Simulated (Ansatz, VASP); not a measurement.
Two plane-wave programs on SrO

File INCAR:

```
  PREC = Accurate
  ENCUT = 520
  EDIFF = 1E-6
  ISMEAR = 0
  SIGMA = 0.01
  LREAL = F
  LASPH = T
  NELM = 80
  ALGO = Normal
  ISIF = 2
  LWAVE = F
  LCHARG = F
  GGA = PE
  NBANDS = 15
```

The input KPOINTS:

```
Automatic mesh
0
Gamma
  6 6 6
```

The input POSCAR:

```
SrO
1.0
    0.0000000000      2.5663000000      2.5663000000
    2.5663000000      0.0000000000      2.5663000000
    2.5663000000      2.5663000000      0.0000000000
Sr O
1 1
Direct
    0.5000000000      0.5000000000      0.5000000000
   -0.0194833028     -0.0194833028      0.0194833028
```

Input for Ansatz:

```yaml
crystal:
  lattice:
    - [0.0, 2.5663, 2.5663]
    - [2.5663, 0.0, 2.5663]
    - [2.5663, 2.5663, 0.0]
  atoms:
    - { symbol: Sr, position: [0.5, 0.5, 0.5] }
    - { symbol: O, position: [-0.019483302809492266, -0.019483302809492266, 0.019483302809492266] }
basis:
  ecutwfc: 557.833418042754
kpoints:
  mp_grid:
    grid: [6, 6, 6]
    shift: [0.0, 0.0, 0.0]
hamiltonian:
  xc: pbe
  pseudopotentials:
    kind: paw
scf:
  convergence:
    dr2_threshold: 1.0e-07
  occupations:
    method: fixed
output:
  forces: true
```

Alike in both runs: task single point; functional PBE; k mesh 6 × 6 × 6; no spin polarisation.

|  | VASP | Ansatz |
| --- | --- | --- |
| version | VASP 6.6.1 | Ansatz 0.2.0 |
| potentials or method | VASP PAW PBE potentials, release 64 (Sr_sv, O), cutoff 520 eV | plane waves, PAW |
| occupations | gaussian, width 0.01 eV | fixed |
| valence electrons in the cell | 16 | 16 |

```tsv
	VASP	Ansatz	Ansatz less VASP
rms of the force components (eV/Å)	0.147	0.138	-0.0088
```

Atom by atom the forces differ by 0.009 eV/Å (rms over components).
